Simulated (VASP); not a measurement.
# Al16O in VASP: a series of runs

Al16O is run at these levels: PBE+D3(BJ); tasks: single point.

Program: VASP 6.6.1. These are calculated values, not measurements. Logs are shortened: lines on timing, memory, paths and dates and some standing lists are left out, and cuts for length are marked.

## 1. The cell of the first run

The cell holds a slab with vacuum, 17 atoms: a = 5.728 Å, b = 5.728 Å, c = 17.075 Å, α = 90.00°, β = 90.00°, γ = 90.00°.

## 2. Single point, PBE+D3(BJ)

INCAR

```
PREC = Accurate
ENCUT = 520
EDIFF = 1E-6
ISMEAR = -1
SIGMA = 0.15
LREAL = F
LASPH = T
NELM = 120
ALGO = Normal
ISIF = 2
LWAVE = F
LCHARG = F
GGA = PE
IVDW = 12
NBANDS = 41
GGA_COMPAT = F
NELMDL = -8
```

KPOINTS

```
Automatic mesh
0
Gamma
  3 3 1
```

POSCAR

```
Al16O
1.0
    5.7275650000      0.0000000000      0.0000000000
    0.0000000000      5.7275650000      0.0000000000
    0.0000000000      0.0000000000     17.0750000000
Al O
16 1
Direct
    0.2499999564      0.2499999564      0.0585652123
    0.7500000436      0.2499999564      0.0585652123
    0.2499999564      0.7500000436      0.0585652123
    0.7500000436      0.7500000436      0.0585652123
   -0.0018699046      0.0003799171      0.1752846266
    0.5017891547     -0.0029015821      0.1748996193
   -0.0050834866      0.5026705066      0.1737007906
    0.4963577017      0.4982152101      0.1739516837
    0.2429117784      0.2478524469      0.2877753441
    0.7499003503      0.2591823925      0.2965102196
    0.2320383968      0.7404015493      0.2981265593
    0.7356347767      0.7480992359      0.2882792972
   -0.0514761509     -0.0867171302      0.4177403221
    0.4587680803      0.0264524279      0.4037542020
    0.0473108555      0.4253107560      0.4174144070
    0.5438192321      0.5267254060      0.4180484334
   -0.1720891862      0.6042202926      0.4655426647
```

Potentials or basis: VASP PAW PBE potentials, release 64 (Al, O).

The run is started by

```bash
$ cat potpaw_PBE.64/Al/POTCAR potpaw_PBE.64/O/POTCAR > POTCAR
$ mpirun -np 1 vasp_std > vasp.out
```

OUTCAR:

```text
PREC = Accurate
   ENCUT = 520
   EDIFF = 1E-6
   ISMEAR = -1
   LREAL = F
   LASPH = T
   NELM = 120
   ISIF = 2
   GGA = PE
   IVDW = 12
   NELMDL = -8
 IVDW          = 12

 ion  position               nearest neighbor table
   1  0.250  0.250  0.059-   8 2.81   7 2.84   5 2.85   6 2.85   2 2.86   3 2.86   2 2.86   3 2.86

   2  0.750  0.250  0.059-   7 2.82   8 2.83   5 2.83   6 2.84   1 2.86   4 2.86   4 2.86   1 2.86

   3  0.250  0.750  0.059-   8 2.82   7 2.83   6 2.83   5 2.85   1 2.86   4 2.86   4 2.86   1 2.86
[... 12 lines left out ...]
                            10 2.91  11 2.91  16 3.24
  10  0.750  0.259  0.297-  12 2.81  14 2.81   9 2.83  16 2.84  15 2.84   7 2.88   8 2.89   9 2.91
                             5 2.92   6 2.93  12 2.93  13 3.08
  11  0.232  0.740  0.298-  14 2.76  13 2.79   9 2.83  12 2.85   7 2.87  12 2.89   5 2.90   9 2.91
                            15 2.92   8 2.95  16 2.98   6 3.00
  12  0.736  0.748  0.288-  13 2.70   6 2.75  16 2.78   8 2.78  10 2.81   7 2.83   5 2.84  11 2.85
                            11 2.89  10 2.93  14 2.99
  13  0.949  0.913  0.418-  17 2.07  12 2.70  11 2.79  15 2.85  14 2.89  15 2.99  14 3.00  10 3.08
                            16 3.21
  14  0.459  0.026  0.404-   9 2.66  11 2.76  10 2.81  13 2.89  16 2.91  16 2.92  12 2.99  13 3.00
                            15 3.29
  15  0.047  0.425  0.417-  17 1.82   9 2.68  10 2.84  13 2.85  16 2.90  11 2.92  16 2.94  13 2.99
                            14 3.29
  16  0.544  0.527  0.418-  17 1.87  12 2.78  10 2.84  15 2.90  14 2.91  14 2.92  15 2.94  11 2.98
                            13 3.21   9 3.24
  17  0.828  0.604  0.466-  15 1.82  16 1.87  13 2.07

  LATTYP: Found a simple tetragonal cell.
 ALAT       =     5.7275650000
 C/A-ratio  =     2.9811970707

  Lattice vectors:

 A1 = (   5.7275650000,   0.0000000000,   0.0000000000)
 A2 = (   0.0000000000,   5.7275650000,   0.0000000000)
 A3 = (   0.0000000000,   0.0000000000,  17.0750000000)

Analysis of symmetry for initial positions (statically):
=====================================================================
 Subroutine PRICEL returns:
 Original cell was already a primitive cell.

 Routine SETGRP: Setting up the symmetry group for a
 simple tetragonal supercell.

 Subroutine GETGRP returns: Found  1 space group operations
 (whereof  1 operations were pure point group operations)
 out of a pool of 16 trial point group operations.

The static configuration has the point symmetry C_1 .

Analysis of symmetry for dynamics (positions and initial velocities):
=====================================================================
 Subroutine PRICEL returns:
 Original cell was already a primitive cell.

 Routine SETGRP: Setting up the symmetry group for a
 simple tetragonal supercell.

 Subroutine GETGRP returns: Found  1 space group operations
 (whereof  1 operations were pure point group operations)
 out of a pool of 16 trial point group operations.

The dynamic configuration has the point symmetry C_1 .

 Subroutine INISYM returns: Found  1 space group operations
 (whereof  1 operations are pure point group operations),
 and found     1 'primitive' translations

----------------------------------------------------------------------------------------

                                     Primitive cell

  volume of cell :     560.1454

  direct lattice vectors                    reciprocal lattice vectors
     5.727565000  0.000000000  0.000000000     0.174594265  0.000000000  0.000000000
     0.000000000  5.727565000  0.000000000     0.000000000  0.174594265  0.000000000
     0.000000000  0.000000000 17.075000000     0.000000000  0.000000000  0.058565154

  length of vectors
     5.727565000  5.727565000 17.075000000     0.174594265  0.174594265  0.058565154

  position of ions in fractional coordinates (direct lattice)
     0.249999956  0.249999956  0.058565212
     0.750000044  0.249999956  0.058565212
     0.249999956  0.750000044  0.058565212
     0.750000044  0.750000044  0.058565212
     0.998130095  0.000379917  0.175284627
     0.501789155  0.997098418  0.174899619
[... 9 lines left out ...]
     0.543819232  0.526725406  0.418048433
     0.827910814  0.604220293  0.465542665

  ion indices of the primitive-cell ions
   primitive index   ion index
                 1           1
                 2           2
                 3           3
                 4           4
                 5           5
                 6           6
[... 9 lines left out ...]
                16          16
                17          17

----------------------------------------------------------------------------------------

 KPOINTS: Automatic mesh

Automatic generation of k-mesh.
 Grid dimensions read from file:
 generate k-points for:    3    3    1

 Generating k-lattice:

  Cartesian coordinates                     Fractional coordinates (reciprocal lattice)
     0.058198088  0.000000000  0.000000000     0.333333333  0.000000000  0.000000000
     0.000000000  0.058198088  0.000000000     0.000000000  0.333333333  0.000000000
     0.000000000  0.000000000  0.058565154     0.000000000  0.000000000  1.000000000

  Length of vectors
     0.058198088  0.058198088  0.058565154

  Shift w.r.t. Gamma in fractional coordinates (k-lattice)
     0.000000000  0.000000000  0.000000000

 Subroutine IBZKPT returns following result:
 ===========================================

 Found      5 irreducible k-points:

 Following reciprocal coordinates:
            Coordinates               Weight
  0.000000  0.000000  0.000000      1.000000
  0.333333  0.000000  0.000000      2.000000
  0.000000  0.333333  0.000000      2.000000
  0.333333  0.333333  0.000000      2.000000
 -0.333333  0.333333  0.000000      2.000000
   k-points           NKPTS =      5   k-points in BZ     NKDIM =      5   number of bands    NBANDS=     41
   number of dos      NEDOS =    301   number of ions     NIONS =     17
   total plane-waves  NPLWV = 294912
   dimension x,y,z NGX =    48 NGY =   48 NGZ =  128
   dimension x,y,z NGXF=    96 NGYF=   96 NGZF=  256
   ions per type =              16   1
   NGX,Y,Z   is equivalent  to a cutoff of  13.93, 13.93, 12.46 a.u.
   NGXF,Y,Z  is equivalent  to a cutoff of  27.86, 27.86, 24.92 a.u.
 SYSTEM =  unknown system
   PREC   = accura    normal or accurate (medium, high low for compatibility)
   ISTART =      0    job   : 0-new  1-cont  2-samecut
   ICHARG =      2    charge: 1-file 2-atom 10-const
   ISPIN  =      1    spin polarized calculation?
   LNONCOLLINEAR =      F non collinear calculations
   LSORBIT =      F    spin-orbit coupling
   LASPH  =      T    aspherical Exc in radial PAW
   ENCUT  =  520.0 eV  38.22 Ry    6.18 a.u.  10.65 10.65 31.75*2*pi/ulx,y,z
   NELM   =    120;   NELMIN=  2; NELMDL= -8     # of ELM steps
   EDIFF  = 0.1E-05   stopping-criterion for ELM
   LREAL  =      F    real-space projection
   EDIFFG = 0.1E-04   stopping-criterion for IOM
   NSW    =      0    number of steps for IOM
   IBRION =     -1    ionic relax: 0-MD 1-quasi-New 2-CG
   NFREE  =      0    steps in history (QN), initial steepest desc. (CG)
   ISIF   =      2    stress and relaxation
   ISYM   =      2    0-nonsym 1-usesym 2-fastsym
   POTIM  = 0.5000    time-step for ionic-motion
   TEBEG  =    0.0;   TEEND  =   0.0 temperature during run
   PSTRESS=    0.0 pullay stress
   NELECT =      54.0000    total number of electrons
   NUPDOWN=      -1.0000    fix difference up-down
   EMIN   =  10.00;   EMAX   =-10.00  energy-range for DOS
   EFERMI =   0.00;   METHOD = LEGACY
   ISMEAR =    -1;   SIGMA  =   0.15  broadening in eV -4-tet -1-fermi 0-gaus
   EFERMI_NEDOS =   21; number of points for ismear=-14 and -15
   IALGO  =     38    algorithm
   IMIX   =      4    mixing-type and parameters
     AMIX     =   0.40;   BMIX     =  1.00
     AMIX_MAG =   1.60;   BMIX_MAG =  1.00
  volume/ion in A,a.u.               =      32.95       222.36
  Fermi-wavevector in a.u.,A,eV,Ry     =   0.750653  1.418528  7.666608  0.563480
  Thomas-Fermi vector in A             =   1.847453
   LORBIT       =      0    0 simple, 1 ext, 2 COOP (PROOUT), +10 PAW based schemes
   GGA     = PE    functional components
   LHFCALC =     F    Hartree Fock is set to
   AEXX    =    0.0000 exact exchange contribution
   IVDW    =    12    specifies the selected vdW correction
   LEPSILON=     F    determine dielectric tensor
   LRPA    =     F    only Hartree local field effects (RPA)
 non-spin polarized calculation
  energy-cutoff  :      520.00
  volume of cell :      560.15
 maximum number of plane-waves:     15083
 NGX is ok and might be reduce to    42
   NGX = 21   NGY = 21   NGZ = 63

 number of electron      53.9999998 magnetization

 Free energy of the ion-electron system (eV)
  ---------------------------------------------------
  ext. energy  EPLUGINS =         0.00000000
  ---------------------------------------------------
  free energy    TOTEN  =       -65.30227058 eV

  energy without entropy =      -64.84365632  energy(sigma->0) =      -65.07296345

 E-fermi :   1.6934     XC(G=0):  -6.0249

 val. band max:        1.6813535758   @ k =   0.0000   0.0000   0.0000
 cond. band min:       1.7781584959   @ k =   0.0000   0.0000   0.0000
 fundamental gap:      0.0968049200
 Fermi energy:         1.6933829994

 k-point     1 :       0.0000    0.0000    0.0000
  band No.  band energies     occupation
      1     -17.8894      2.00000
      2      -8.8989      2.00000
      3      -7.4000      2.00000
      4      -5.2425      2.00000
      5      -5.1056      2.00000
      6      -4.8771      2.00000
[... 199 lines left out ...]
     38       4.4977      0.00000
     39       4.7376      0.00000
 [bands above 39 left out]

------------------------ aborting loop because EDIFF is reached ----------------------------------------

 Edisp (eV)   -3.96073

 E8    (eV) :    -1.8223

  FORCE on cell =-STRESS in cart. coord.  units (eV):
  Direction    XX          YY          ZZ          XY          YZ          ZX
  --------------------------------------------------------------------------------------
  -------------------------------------------------------------------------------------
  Total     -11.13912   -11.21970     0.80792    -1.33507     0.26086     1.00712
  in kB     -31.86110   -32.09159     2.31089    -3.81868     0.74613     2.88066
  external pressure =      -20.55 kB  Pullay stress =        0.00 kB

 VOLUME and BASIS-vectors are now :
 -----------------------------------------------------------------------------
  energy-cutoff  :      520.00
  volume of cell :      560.15
      direct lattice vectors                 reciprocal lattice vectors
     5.727565000  0.000000000  0.000000000     0.174594265  0.000000000  0.000000000
     0.000000000  5.727565000  0.000000000     0.000000000  0.174594265  0.000000000
     0.000000000  0.000000000 17.075000000     0.000000000  0.000000000  0.058565154

 POSITION                                       TOTAL-FORCE (eV/Angst)
 -----------------------------------------------------------------------------------
      1.43189      1.43189      1.00000        -0.037516     -0.010540     -0.055230
      4.29567      1.43189      1.00000         0.010146     -0.084591      0.018534
      1.43189      4.29567      1.00000         0.018606      0.024830     -0.033831
      4.29567      4.29567      1.00000        -0.013460      0.072447      0.001205
      5.71685      0.00218      2.99298         0.005084     -0.009419     -0.027414
      2.87403      5.71095      2.98641        -0.009710     -0.003481     -0.018891
[... 9 lines left out ...]
      3.11476      3.01685      7.13818         0.100317      0.065917     -0.090187
      4.74191      3.46071      7.94914         0.390158      0.336414      0.102420
 -----------------------------------------------------------------------------------
    total drift:                               -0.000466      0.000571      0.000950

  FREE ENERGIE OF THE ION-ELECTRON SYSTEM (eV)
  ---------------------------------------------------
  free  energy   TOTEN  =       -69.2630004551 eV

  energy  without entropy=      -68.8043861983  energy(sigma->0) =      -69.03369333
```

It took 9.8 min on 1 thread of Intel Xeon 8259CL, shared host; peak memory 0.64 GiB.

What came out:

```
Free energy                : -69.2630 eV
Largest force              : 0.525 eV/Å
Dispersion energy per atom : -0.233 eV
```

Forces in eV/Å, atoms in the order of the input:
```
Al  -0.038 -0.011 -0.055
Al   0.010 -0.085  0.019
Al   0.019  0.025 -0.034
Al  -0.013  0.072  0.001
Al   0.005 -0.009 -0.027
Al  -0.010 -0.003 -0.019
Al  -0.010  0.020  0.004
Al  -0.019  0.000  0.009
Al   0.015 -0.025 -0.095
Al  -0.065 -0.049 -0.036
Al  -0.075 -0.005  0.044
Al  -0.057  0.052 -0.064
Al  -0.268 -0.165  0.146
Al  -0.134  0.102  0.067
Al   0.149 -0.322  0.028
Al   0.100  0.066 -0.090
O    0.390  0.336  0.102
```

Caveat: the k points lie up to 0.37 Å⁻¹ apart.

(Continued in part 2 of 2.)
